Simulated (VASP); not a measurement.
# InSb (Pmmn) in VASP: further runs

The runs below take InSb through single point, with PBE, r2SCAN.

Everything below comes from runs of VASP 6.6.1. Logs are shortened: lines on timing, memory, paths and dates and some standing lists are left out, and cuts for length are marked.

## Step 1: The cell of the first run

The structure is orthorhombic, space group Pmmn (No. 59). The conventional cell has a = 6.071 Å, b = 6.099 Å, c = 3.258 Å, α = 90.00°, β = 90.00°, γ = 90.00°. In (site symmetry mm2) has 8 Sb at 3.13 to 3.97 Å and 2 In at 3.26 Å within 4.1 Å. Within 4.1 Å of Sb (site symmetry mm2) lie 8 In at 3.13 to 3.97 Å and 2 Sb at 3.26 Å.

## Step 2: Single point, PBE (30.16 Å³/atom)

Input file INCAR:

```
  ALGO = Normal
  EDIFF = 1E-6
  ENCUT = 520
  GGA = PE
  ISIF = 2
  ISMEAR = 0
  LASPH = True
  LCHARG = False
  LREAL = False
  LWAVE = False
  NBANDS = 26
  NELM = 60
  PREC = Accurate
  SIGMA = 0.1
```

Input file KPOINTS:

```
k-points
0
Gamma
  8 8 14
```

Input file POSCAR:

```
InSb
1.0
    6.0710686584      0.0000000000      0.0000000000
    0.0000000000      6.0992825876      0.0000000000
    0.0000000000      0.0000000000      3.2579628043
In Sb
2 2
Direct
    0.0000000000      0.0000000000      0.0135422601
    0.5000000000      0.5000000000      0.9864577399
    0.0000000000      0.5000000000      0.2342170131
    0.5000000000      0.0000000000      0.7657829869
```

Potentials or basis: VASP PAW PBE potentials, release 64 (In_d, Sb).

Command:

```
> cat potpaw_PBE.64/In_d/POTCAR potpaw_PBE.64/Sb/POTCAR > POTCAR
> mpirun -np 1 vasp_std > vasp.out
```

OUTCAR:

```text
EDIFF = 1E-6
   ENCUT = 520
   GGA = PE
   ISIF = 2
   ISMEAR = 0
   LASPH = True
   LREAL = False
   NELM = 60
   PREC = Accurate

 ion  position               nearest neighbor table
   1  0.000  0.000  0.014-   3 3.13   3 3.13   4 3.14   4 3.14   4 3.90   4 3.90
   2  0.500  0.500  0.986-   4 3.13   4 3.13   3 3.14   3 3.14   3 3.90   3 3.90
   3  0.000  0.500  0.234-   1 3.13   1 3.13   2 3.14   2 3.14   2 3.90   2 3.90
   4  0.500  0.000  0.766-   2 3.13   2 3.13   1 3.14   1 3.14   1 3.90   1 3.90

  LATTYP: Found a simple orthorhombic cell.
 ALAT       =     3.2579628043
 B/A-ratio  =     1.8634554852
 C/A-ratio  =     1.8721154764

  Lattice vectors:

 A1 = (   0.0000000000,   0.0000000000,   3.2579628043)
 A2 = (   6.0710686584,   0.0000000000,   0.0000000000)
 A3 = (   0.0000000000,   6.0992825876,   0.0000000000)

Analysis of symmetry for initial positions (statically):
=====================================================================
 Subroutine PRICEL returns:
 Original cell was already a primitive cell.

 Routine SETGRP: Setting up the symmetry group for a
 simple orthorhombic supercell.

 Subroutine GETGRP returns: Found  8 space group operations
 (whereof  4 operations were pure point group operations)
 out of a pool of  8 trial point group operations.

The static configuration has the point symmetry C_2v.
 The point group associated with its full space group is D_2h.

Analysis of symmetry for dynamics (positions and initial velocities):
=====================================================================
 Subroutine PRICEL returns:
 Original cell was already a primitive cell.

 Routine SETGRP: Setting up the symmetry group for a
 simple orthorhombic supercell.

 Subroutine GETGRP returns: Found  8 space group operations
 (whereof  4 operations were pure point group operations)
 out of a pool of  8 trial point group operations.

The dynamic configuration has the point symmetry C_2v.
 The point group associated with its full space group is D_2h.

 Subroutine INISYM returns: Found  8 space group operations
 (whereof  4 operations are pure point group operations),
 and found     1 'primitive' translations

----------------------------------------------------------------------------------------

                                     Primitive cell

  volume of cell :     120.6396

  direct lattice vectors                    reciprocal lattice vectors
     6.071068658  0.000000000  0.000000000     0.164715647  0.000000000  0.000000000
     0.000000000  6.099282588  0.000000000     0.000000000  0.163953709  0.000000000
     0.000000000  0.000000000  3.257962804     0.000000000  0.000000000  0.306940275

  length of vectors
     6.071068658  6.099282588  3.257962804     0.164715647  0.163953709  0.306940275

  position of ions in fractional coordinates (direct lattice)
     0.000000000  0.000000000  0.013542260
     0.500000000  0.500000000  0.986457740
     0.000000000  0.500000000  0.234217013
     0.500000000  0.000000000  0.765782987

  ion indices of the primitive-cell ions
   primitive index   ion index
                 1           1
                 2           2
                 3           3
                 4           4

----------------------------------------------------------------------------------------

 KPOINTS: k-points

Automatic generation of k-mesh.
 Grid dimensions read from file:
 generate k-points for:    8    8   14

 Generating k-lattice:

  Cartesian coordinates                     Fractional coordinates (reciprocal lattice)
     0.020589456  0.000000000  0.000000000     0.125000000  0.000000000  0.000000000
     0.000000000  0.020494214  0.000000000     0.000000000  0.125000000  0.000000000
     0.000000000  0.000000000  0.021924305     0.000000000  0.000000000  0.071428571

  Length of vectors
     0.020589456  0.020494214  0.021924305

  Shift w.r.t. Gamma in fractional coordinates (k-lattice)
     0.000000000  0.000000000  0.000000000

 Subroutine IBZKPT returns following result:
 ===========================================

 Found    200 irreducible k-points:

 Following reciprocal coordinates:
            Coordinates               Weight
  0.000000  0.000000  0.000000      1.000000
  0.125000  0.000000  0.000000      2.000000
  0.250000  0.000000  0.000000      2.000000
  0.375000  0.000000  0.000000      2.000000
  0.500000  0.000000  0.000000      1.000000
  0.000000  0.125000  0.000000      2.000000
[... 16 lines left out ...]
  0.250000  0.500000  0.000000      2.000000
  0.375000  0.500000  0.000000      2.000000
 [... further k-points ...]
   k-points           NKPTS =    200   k-points in BZ     NKDIM =    200   number of bands    NBANDS=     26
   number of dos      NEDOS =    301   number of ions     NIONS =      4
   total plane-waves  NPLWV =  55296
   dimension x,y,z NGX =    48 NGY =   48 NGZ =   24
   dimension x,y,z NGXF=    96 NGYF=   96 NGZF=   48
   ions per type =               2   2
   NGX,Y,Z   is equivalent  to a cutoff of  13.14, 13.08, 12.25 a.u.
   NGXF,Y,Z  is equivalent  to a cutoff of  26.29, 26.17, 24.49 a.u.
 SYSTEM =  unknown system
   PREC   = accura    normal or accurate (medium, high low for compatibility)
   ISTART =      0    job   : 0-new  1-cont  2-samecut
   ICHARG =      2    charge: 1-file 2-atom 10-const
   ISPIN  =      1    spin polarized calculation?
   LNONCOLLINEAR =      F non collinear calculations
   LSORBIT =      F    spin-orbit coupling
   LASPH  =      T    aspherical Exc in radial PAW
   ENCUT  =  520.0 eV  38.22 Ry    6.18 a.u.  11.29 11.34  6.06*2*pi/ulx,y,z
   NELM   =     60;   NELMIN=  2; NELMDL= -5     # of ELM steps
   EDIFF  = 0.1E-05   stopping-criterion for ELM
   LREAL  =      F    real-space projection
   EDIFFG = 0.1E-04   stopping-criterion for IOM
   NSW    =      0    number of steps for IOM
   IBRION =     -1    ionic relax: 0-MD 1-quasi-New 2-CG
   NFREE  =      0    steps in history (QN), initial steepest desc. (CG)
   ISIF   =      2    stress and relaxation
   ISYM   =      2    0-nonsym 1-usesym 2-fastsym
   POTIM  = 0.5000    time-step for ionic-motion
   TEBEG  =    0.0;   TEEND  =   0.0 temperature during run
   PSTRESS=    0.0 pullay stress
   NELECT =      36.0000    total number of electrons
   NUPDOWN=      -1.0000    fix difference up-down
   EMIN   =  10.00;   EMAX   =-10.00  energy-range for DOS
   EFERMI =   0.00;   METHOD = LEGACY
   ISMEAR =     0;   SIGMA  =   0.10  broadening in eV -4-tet -1-fermi 0-gaus
   EFERMI_NEDOS =   21; number of points for ismear=-14 and -15
   IALGO  =     38    algorithm
   IMIX   =      4    mixing-type and parameters
     AMIX     =   0.40;   BMIX     =  1.00
     AMIX_MAG =   1.60;   BMIX_MAG =  1.00
  volume/ion in A,a.u.               =      30.16       203.53
  Fermi-wavevector in a.u.,A,eV,Ry     =   1.093987  2.067336 16.283568  1.196808
  Thomas-Fermi vector in A             =   2.230283
   LORBIT       =      0    0 simple, 1 ext, 2 COOP (PROOUT), +10 PAW based schemes
   GGA     = PE    functional components
   LHFCALC =     F    Hartree Fock is set to
   AEXX    =    0.0000 exact exchange contribution
   IVDW    =     0    specifies the selected vdW correction
   LEPSILON=     F    determine dielectric tensor
   LRPA    =     F    only Hartree local field effects (RPA)
 non-spin polarized calculation
 Gauss-broadening in eV      SIGMA  =   0.10
  energy-cutoff  :      520.00
  volume of cell :      120.64
 maximum number of plane-waves:      3280
 NGX is ok and might be reduce to    48
   NGX = 23   NGY = 23   NGZ = 13

 number of electron      36.0000002 magnetization

 Free energy of the ion-electron system (eV)
  ---------------------------------------------------
  ext. energy  EPLUGINS =         0.00000000
  ---------------------------------------------------
  free energy    TOTEN  =       -13.31805846 eV

  energy without entropy =      -13.30978762  energy(sigma->0) =      -13.31392304

 E-fermi :   6.3467     XC(G=0):  -9.5804

 val. band max:        6.3463550892   @ k =   0.3750   0.1250   0.2143
 cond. band min:       6.3537397771   @ k =   0.5000   0.1250   0.2143
 fundamental gap:      0.0073846879
 Fermi energy:         6.3466650477

 k-point     1 :       0.0000    0.0000    0.0000
  band No.  band energies     occupation
      1      -8.3328      2.00000
      2      -8.3063      2.00000
      3      -8.1994      2.00000
      4      -8.1040      2.00000
      5      -8.0970      2.00000
      6      -8.0450      2.00000
[... 18 lines left out ...]
     25      14.4108      0.00000
     26      14.4555      0.00000

 k-point     2 :       0.1250    0.0000    0.0000
  band No.  band energies     occupation
      1      -8.3314      2.00000
      2      -8.3070      2.00000
      3      -8.1942      2.00000
      4      -8.1019      2.00000
      5      -8.0993      2.00000
      6      -8.0475      2.00000
[... 18 lines left out ...]
     25      13.8245      0.00000
     26      14.2098      0.00000

 k-point     3 :       0.2500    0.0000    0.0000
  band No.  band energies     occupation
      1      -8.3277      2.00000
      2      -8.3091      2.00000
      3      -8.1796      2.00000
      4      -8.1065      2.00000
      5      -8.0961      2.00000
      6      -8.0545      2.00000
[... 18 lines left out ...]
     25      12.7698      0.00000
     26      13.7085      0.00000

 k-point     4 :       0.3750    0.0000    0.0000
  band No.  band energies     occupation
      1      -8.3226      2.00000
      2      -8.3126      2.00000
      3      -8.1592      2.00000
      4      -8.1195      2.00000
      5      -8.0871      2.00000
      6      -8.0646      2.00000
[... 18 lines left out ...]
     25      13.0385      0.00000
     26      13.1510      0.00000

 k-point     5 :       0.5000    0.0000    0.0000
  band No.  band energies     occupation
      1      -8.3173      2.00000
      2      -8.3173      2.00000
      3      -8.1378      2.00000
      4      -8.1378      2.00000
      5      -8.0761      2.00000
      6      -8.0761      2.00000
[... 18 lines left out ...]
     25      13.2965      0.00000
     26      13.2965      0.00000

 k-point     6 :       0.0000    0.1250    0.0000
  band No.  band energies     occupation
      1      -8.3314      2.00000
      2      -8.3070      2.00000
      3      -8.1942      2.00000
      4      -8.1020      2.00000
      5      -8.0993      2.00000
      6      -8.0475      2.00000
[... 427 lines left out ...]
 k-point    21 :       0.0000    0.5000    0.0000
  band No.  band energies     occupation
      1      -8.3172      2.00000
      2      -8.3172      2.00000
      3      -8.1380      2.00000
      4      -8.1380      2.00000
      5      -8.0762      2.00000
      6      -8.0762      2.00000
[... 18 lines left out ...]
     25      13.2563      0.00000
     26      13.2563      0.00000

 k-point    22 :       0.1250    0.5000    0.0000
  band No.  band energies     occupation
      1      -8.3169      2.00000
      2      -8.3169      2.00000
      3      -8.1362      2.00000
      4      -8.1362      2.00000
      5      -8.0763      2.00000
      6      -8.0763      2.00000
[... 18 lines left out ...]
     25      13.2755      0.00000
     26      13.2755      0.00000

 k-point    23 :       0.2500    0.5000    0.0000
  band No.  band energies     occupation
      1      -8.3164      2.00000
      2      -8.3164      2.00000
      3      -8.1317      2.00000
      4      -8.1317      2.00000
      5      -8.0765      2.00000
      6      -8.0765      2.00000
[... 18 lines left out ...]
     25      13.4842      0.00000
     26      13.4842      0.00000

 k-point    24 :       0.3750    0.5000    0.0000
  band No.  band energies     occupation
      1      -8.3160      2.00000
      2      -8.3160      2.00000
      3      -8.1272      2.00000
      4      -8.1272      2.00000
      5      -8.0768      2.00000
      6      -8.0768      2.00000
[... 18 lines left out ...]
     25      13.7424      0.00000
     26      13.7424      0.00000

 [... further k-points ...]
[... 5 lines left out ...]
  --------------------------------------------------------------------------------------
  -------------------------------------------------------------------------------------
  Total       -1.6122902     -1.6193626     -1.7089064      0.0000000      0.0000000      0.0000000
  in kB      -21.4123219    -21.5062483    -22.6954522      0.0000000      0.0000000      0.0000000
  external PRESSURE =     -21.8713408 kB  Pullay stress =       0.0000000 kB

 VOLUME and BASIS-vectors are now :
 -----------------------------------------------------------------------------
  energy-cutoff  :      520.00
  volume of cell :      120.64
      direct lattice vectors                 reciprocal lattice vectors
     6.071068658  0.000000000  0.000000000     0.164715647  0.000000000  0.000000000
     0.000000000  6.099282588  0.000000000     0.000000000  0.163953709  0.000000000
     0.000000000  0.000000000  3.257962804     0.000000000  0.000000000  0.306940275

 POSITION                                       TOTAL-FORCE (eV/Angst)
 -----------------------------------------------------------------------------------
      0.00000      0.00000      0.04412         0.000000      0.000000     -0.001938
      3.03553      3.04964      3.21384         0.000000      0.000000      0.001938
      0.00000      3.04964      0.76307         0.000000      0.000000      0.001508
      3.03553      0.00000      2.49489         0.000000      0.000000     -0.001508
 -----------------------------------------------------------------------------------
    total drift:                                0.000000     -0.000000      0.000000

  FREE ENERGIE OF THE ION-ELECTRON SYSTEM (eV)
  ---------------------------------------------------
  free  energy   TOTEN  =       -13.3180584592 eV

  energy  without entropy=      -13.3097876236  energy(sigma->0) =      -13.31392304
```

It took 4.4 min on 1 thread of Intel Xeon Platinum 8488C (Sapphire Rapids), shared host; peak memory 0.63 GiB.

What came out:

```yaml
Free_energy: -13.3181 eV
Pressure: -2.2 GPa
Band_gap_on_the_k_mesh: zero (bands 18 and 19 overlap by 2.49 eV)
```

Levels at points of the mesh, in eV from the Fermi level:
| k point | band 15 | band 16 | band 17 | band 18 | band 19 | band 20 | band 21 | band 22 |
| --- | --- | --- | --- | --- | --- | --- | --- | --- |
| (0.00, 0.00, 0.00) | -4.21 | -3.58 | -1.91 | -1.89 | 3.34 | 3.70 | 4.46 | 5.95 |
| (0.50, 0.00, 0.00) | -3.30 | -3.30 | 0.12 | 0.12 | 2.85 | 2.85 | 4.10 | 4.10 |
| (0.00, 0.50, 0.00) | -3.30 | -3.30 | 0.07 | 0.07 | 2.83 | 2.83 | 4.11 | 4.11 |
| (0.50, 0.50, 0.00) | -0.45 | -0.45 | 1.44 | 1.44 | 1.51 | 1.51 | 1.84 | 1.84 |
| (0.00, 0.00, 0.50) | -2.29 | -1.76 | -1.70 | -0.64 | -0.55 | -0.55 | 0.02 | 0.81 |
| (0.50, 0.00, 0.50) | -2.31 | -2.31 | -1.15 | -1.15 | -1.02 | -1.02 | 2.70 | 2.70 |
| (0.00, 0.50, 0.50) | -2.25 | -2.25 | -1.07 | -1.07 | -0.93 | -0.93 | 2.66 | 2.66 |
| (0.50, 0.50, 0.50) | -3.66 | -3.66 | -2.35 | -2.35 | 2.60 | 2.60 | 2.96 | 2.96 |

Caveat: spin-orbit coupling is left out, which moves the levels of the heavy elements.

## Step 3: Single point, r2SCAN

This run uses another cell than the first one, of 28.45 Å³/atom.

Input file POSCAR:

```
InSb
1.0
    5.9245786119      0.0000000000      0.0000000000
    0.0000000000      5.9509961192      0.0000000000
    0.0000000000      0.0000000000      3.2280259893
In Sb
2 2
Direct
    0.0000000000      0.0000000000      0.0111783626
    0.5000000000      0.5000000000      0.9888216374
    0.0000000000      0.5000000000      0.2604162748
    0.5000000000      0.0000000000      0.7395837252
```

Input file INCAR.step1:

```
SYSTEM = InSb
ALGO = Normal
EDIFF = 1E-4
ENCUT = 520
GGA = PE
ISMEAR = 0
LASPH = .TRUE.
LCHARG = .FALSE.
LREAL = .FALSE.
LWAVE = .TRUE.
NBANDS = 26
NELM = 80
PREC = Accurate
SIGMA = 0.1
```

Input file INCAR.step2:

```
SYSTEM = InSb
ALGO = Normal
EDIFF = 1E-7
ENCUT = 520
ISIF = 2
ISMEAR = 0
ISTART = 1
LASPH = .TRUE.
LCHARG = .TRUE.
LELF = .TRUE.
LMIXTAU = .TRUE.
LREAL = .FALSE.
LVHAR = .TRUE.
LWAVE = .FALSE.
METAGGA = R2SCAN
NBANDS = 26
NELM = 80
PREC = Accurate
SIGMA = 0.1
```

Input file KPOINTS:

```
k-points
0
G
  8 8 14
  0 0 0
```

Potentials or basis: VASP PAW PBE potentials, release 64 (In_d, Sb).

Command:

```
> cat potpaw_PBE.64/In_d/POTCAR potpaw_PBE.64/Sb/POTCAR > POTCAR
> cp INCAR.step1 INCAR
> mpirun -np 1 vasp_std > vasp.out
> cp INCAR.step2 INCAR
> mpirun -np 1 vasp_std > vasp.out
```

Wall time 27 min (1 thread of Oxide Virtual Turin-like, shared host); peak memory 0.6 GiB.

It converged, with:

| Quantity | Value |
| --- | --- |
| Free energy | -96.6290 eV |
| Pressure | -1.3 GPa |
| Largest force | 0.151 eV/Å |
| Band gap on the k mesh | zero (bands 18 and 19 overlap by 3.06 eV) |

Forces in eV/Å, atoms in the order of the input:
```
In   0.000  0.000  0.001
In   0.000  0.000 -0.001
Sb   0.000  0.000 -0.151
Sb   0.000  0.000  0.151
```

Stress tensor (GPa, compression positive):
```
-1.33  0.00  0.00
 0.00 -1.38  0.00
 0.00  0.00 -1.16
```

Levels at points of the mesh, in eV from the Fermi level:
| k point | band 15 | band 16 | band 17 | band 18 | band 19 | band 20 | band 21 | band 22 |
| --- | --- | --- | --- | --- | --- | --- | --- | --- |
| (0.00, 0.00, 0.00) | -4.72 | -3.34 | -2.18 | -2.15 | 3.65 | 3.88 | 4.87 | 6.15 |
| (0.50, 0.00, 0.00) | -3.71 | -3.71 | 0.23 | 0.23 | 3.31 | 3.31 | 4.45 | 4.45 |
| (0.00, 0.50, 0.00) | -3.71 | -3.71 | 0.17 | 0.17 | 3.28 | 3.28 | 4.45 | 4.45 |
| (0.50, 0.50, 0.00) | -0.53 | -0.53 | 1.82 | 1.82 | 1.94 | 1.94 | 2.01 | 2.01 |
| (0.00, 0.00, 0.50) | -2.20 | -1.95 | -1.90 | -0.93 | -0.84 | -0.75 | 0.58 | 0.96 |
| (0.50, 0.00, 0.50) | -2.34 | -2.34 | -1.34 | -1.34 | -1.21 | -1.21 | 2.89 | 2.89 |
| (0.00, 0.50, 0.50) | -2.29 | -2.29 | -1.26 | -1.26 | -1.13 | -1.13 | 2.74 | 2.74 |
| (0.50, 0.50, 0.50) | -4.17 | -4.17 | -2.90 | -2.90 | 3.10 | 3.10 | 3.20 | 3.20 |

Caveat: the PAW data sets were made with another functional, which shifts forces and pressure a little; spin-orbit coupling is left out, which moves the levels of the heavy elements.
